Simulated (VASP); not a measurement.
# Ti (Im-3m) in VASP: further runs, part 2 of 2

VASP 6.6.1. The steps go on from the part before.

### Step 4. Relaxation of cell and atoms, PBEsol, target pressure 60 GPa, at which the enthalpy is minimised

Input file INCAR:

```
SYSTEM = Ti
  ALGO = Normal
  EDIFF = 1E-7
  EDIFFG = -0.03
  ENCUT = 500
  GGA = PS
  GGA_COMPAT = .FALSE.
  IBRION = 2
  ISIF = 3
  ISMEAR = 1
  LASPH = .TRUE.
  LCHARG = .FALSE.
  LREAL = .FALSE.
  LWAVE = .FALSE.
  NELM = 120
  NELMIN = 4
  NSW = 80
  PREC = Accurate
  PSTRESS = 600.0
  SIGMA = 0.1
```

Input file KPOINTS:

```
k-points
0
G
  11 11 11
  0 0 0
```

Input file POSCAR:

```
Ti
1.0
   -1.6400000000      1.6400000000      1.6400000000
    1.6400000000     -1.6400000000      1.6400000000
    1.6400000000      1.6400000000     -1.6400000000
Ti
1
Direct
    0.0000000000      0.0000000000      0.0000000000
```

Potentials or basis: VASP PAW PBE potentials, release 64 (Ti_sv).

Launch:

```
> cat potpaw_PBE.64/Ti_sv/POTCAR > POTCAR
> mpirun -np 1 vasp_std > vasp.out
```

OUTCAR:

```text
SYSTEM = Ti
   EDIFF = 1E-7
   EDIFFG = -0.03
   ENCUT = 500
   GGA = PS
   IBRION = 2
   ISIF = 3
   ISMEAR = 1
   LASPH = .TRUE.
   LREAL = .FALSE.
   NELM = 120
   NELMIN = 4
   NSW = 80
   PREC = Accurate
   PSTRESS = 600.0

 ion  position               nearest neighbor table
   1  0.000  0.000  0.000-

  LATTYP: Found a body centered cubic cell.
 ALAT       =     3.2800000000

  Lattice vectors:

 A1 = (  -1.6400000000,   1.6400000000,   1.6400000000)
 A2 = (   1.6400000000,  -1.6400000000,   1.6400000000)
 A3 = (   1.6400000000,   1.6400000000,  -1.6400000000)

Analysis of symmetry for initial positions (statically):
=====================================================================
 Subroutine PRICEL returns:
 Original cell was already a primitive cell.

 Routine SETGRP: Setting up the symmetry group for a
 body centered cubic supercell.

 Subroutine GETGRP returns: Found 48 space group operations
 (whereof 48 operations were pure point group operations)
 out of a pool of 48 trial point group operations.

The static configuration has the point symmetry O_h .

Analysis of symmetry for dynamics (positions and initial velocities):
=====================================================================
 Subroutine PRICEL returns:
 Original cell was already a primitive cell.

 Routine SETGRP: Setting up the symmetry group for a
 body centered cubic supercell.

 Subroutine GETGRP returns: Found 48 space group operations
 (whereof 48 operations were pure point group operations)
 out of a pool of 48 trial point group operations.

The dynamic configuration has the point symmetry O_h .

 Subroutine INISYM returns: Found 48 space group operations
 (whereof 48 operations are pure point group operations),
 and found     1 'primitive' translations

----------------------------------------------------------------------------------------

                                     Primitive cell

  volume of cell :      17.6438

  direct lattice vectors                    reciprocal lattice vectors
    -1.640000000  1.640000000  1.640000000     0.000000000  0.304878049  0.304878049
[... 92 lines left out ...]
   POTIM  = 0.5000    time-step for ionic-motion
   TEBEG  =    0.0;   TEEND  =   0.0 temperature during run
   PSTRESS=  600.0 pullay stress
   NELECT =      12.0000    total number of electrons
   NUPDOWN=      -1.0000    fix difference up-down
   EMIN   =  10.00;   EMAX   =-10.00  energy-range for DOS
   EFERMI =   0.00;   METHOD = LEGACY
   ISMEAR =     1;   SIGMA  =   0.10  broadening in eV -4-tet -1-fermi 0-gaus
   EFERMI_NEDOS =   21; number of points for ismear=-14 and -15
   IALGO  =     38    algorithm
   IMIX   =      4    mixing-type and parameters
     AMIX     =   0.40;   BMIX     =  1.00
     AMIX_MAG =   1.60;   BMIX_MAG =  1.00
  volume/ion in A,a.u.               =      17.64       119.07
  Fermi-wavevector in a.u.,A,eV,Ry     =   1.439698  2.720635 28.201208  2.072730
  Thomas-Fermi vector in A             =   2.558525
   LORBIT       =      0    0 simple, 1 ext, 2 COOP (PROOUT), +10 PAW based schemes
   GGA     = PS    functional components
   LHFCALC =     F    Hartree Fock is set to
   AEXX    =    0.0000 exact exchange contribution
   IVDW    =     0    specifies the selected vdW correction
   LEPSILON=     F    determine dielectric tensor
   LRPA    =     F    only Hartree local field effects (RPA)
 conjugate gradient relaxation of ions
 non-spin polarized calculation
 Methfessel and Paxton  Order N= 1 SIGMA  =   0.10
  energy-cutoff  :      500.00
  volume of cell :       17.64
 maximum number of plane-waves:       460
 NGX is ok and might be reduce to    24
   NGX = 11   NGY = 11   NGZ = 11

--------------------------------------- Ionic step        1  -------------------------------------------

 number of electron      12.0000000 magnetization

 Free energy of the ion-electron system (eV)
  ---------------------------------------------------
  ext. energy  EPLUGINS =         0.00000000
  ---------------------------------------------------
  free energy    TOTEN  =        -8.20692349 eV

  energy without entropy =       -8.20367350  energy(sigma->0) =       -8.20584016

 E-fermi :   7.7878     XC(G=0): -11.5553

 val. band max:        7.7848063401   @ k =   0.1818   0.0909   0.0909
 cond. band min:       7.7905158112   @ k =  -0.4545  -0.4545   0.0909
 fundamental gap:      0.0057094712
 Fermi energy:         7.7877984326

 k-point     1 :       0.0000    0.0000    0.0000
  band No.  band energies     occupation
      1     -48.5186      2.00000
      2     -24.4876      2.00000
      3     -24.4876      2.00000
      4     -24.4876      2.00000
      5       1.8775      2.00000
      6       8.7744     -0.00000
      7       8.7744     -0.00000
      8       8.7744     -0.00000
      9      10.5132      0.00000
     10      10.5132      0.00000
[... 446 lines left out ...]
--------------------------------------- Ionic step        5  -------------------------------------------

 number of electron      12.0000000 magnetization

 Free energy of the ion-electron system (eV)
  ---------------------------------------------------
  ext. energy  EPLUGINS =         0.00000000
  ---------------------------------------------------
  free energy    TOTEN  =        -7.55410175 eV

  energy without entropy =       -7.55348553  energy(sigma->0) =       -7.55389634

 E-fermi :  12.5411     XC(G=0): -13.5581

 val. band max:       12.5094735411   @ k =   0.1818   0.1818   0.0000
 cond. band min:      12.5463000738   @ k =   0.2727   0.1818   0.1818
 fundamental gap:      0.0368265327
 Fermi energy:        12.5410868301

 k-point     1 :       0.0000    0.0000    0.0000
  band No.  band energies     occupation
      1     -43.3474      2.00000
      2     -18.4358      2.00000
      3     -18.4358      2.00000
      4     -18.4358      2.00000
      5       6.0881      2.00000
      6      13.7044     -0.00000
      7      13.7044     -0.00000
      8      13.7044     -0.00000
      9      16.4669      0.00000
     10      16.4669      0.00000
[... 331 lines left out ...]
  energy  without entropy=       -7.5534855279  energy(sigma->0) =       -7.55389634

  enthalpy is  TOTEN    =        -3.0938665038 eV   P V=        4.4602352444

 reached required accuracy - stopping structural energy minimisation
```

Wall time 20 s (1 thread of Intel Xeon 6975P-C (Granite Rapids), shared host); peak memory 0.17 GiB.

What came out:

```yaml
Free_energy: -7.5541 eV
Relaxed_volume: 11.91 Å³/atom
Relaxed_cell: a = 2.492 Å, b = 2.492 Å, c = 2.492 Å, α = 109.47°, β = 109.47°, γ = 109.47°
Space_group_after_relaxing_to_0.1_Å: Im-3m (No. 229)
Energy_change_on_relaxing_the_run_minimises_the_enthalpy: +652.8 meV/atom
Ionic_steps: 5
Pressure_after_relaxing: 59.8 GPa
Band_gap_on_the_k_mesh: zero (bands 6 and 7 overlap by 2.20 eV)
```

Step by step:
```
step  energy change (eV)  largest force (eV/Å)  pressure (GPa)  volume (Å³)
   1              0.0000                0.0000           -7.08        17.64
   2             15.5116                0.0000         1304.00         4.70
   3              0.4368                0.0000           45.66        12.57
   4              0.5319                0.0000           52.14        12.26
   5              0.6528                0.0000           59.80        11.91
```

Final structure:
```yaml
crystal:
  lattice:
    - [-1.43864, 1.43864, 1.43864]
    - [1.43864, -1.43864, 1.43864]
    - [1.43864, 1.43864, -1.43864]
  atoms:
    - { symbol: Ti, position: [0.00000, 0.00000, 0.00000] }
```

Levels at points of the mesh, in eV from the Fermi level:
| k point | band 2 | band 3 | band 4 | band 5 | band 6 | band 7 | band 8 | band 9 | band 10 |
| --- | --- | --- | --- | --- | --- | --- | --- | --- | --- |
| (0.00, 0.00, 0.00) | -30.98 | -30.98 | -30.98 | -6.45 | 1.16 | 1.16 | 1.16 | 3.93 | 3.93 |

Caveat: the cell is relaxed towards a set pressure, so the run minimises the enthalpy, not the energy; the volume moved by over 15 % at a fixed basis, so the end points are rough; the PAW data sets were made with another functional, which shifts forces and pressure a little.

### Step 5. Summary

```tsv
cell	gap on the mesh (eV)	pressure (GPa)
relaxed to 20 GPa	none	19.8
relaxed to 40 GPa	none	40.2
relaxed to 60 GPa	none	59.8
```

Alike in all rows: task relaxation of cell and atoms; level PBEsol; potentials or basis VASP PAW PBE potentials, release 64 (Ti_sv); no spin polarisation; k mesh 11 × 11 × 11; cutoff (eV) 500; smearing methfessel-paxton 0.1 eV.

Caveats: the cell is relaxed towards a set pressure, so the run minimises the enthalpy, not the energy; the volume moved by over 15 % at a fixed basis, so the end points are rough; the PAW data sets were made with another functional, which shifts forces and pressure a little.

Absolute energies hang on the potentials; compare differences alone.
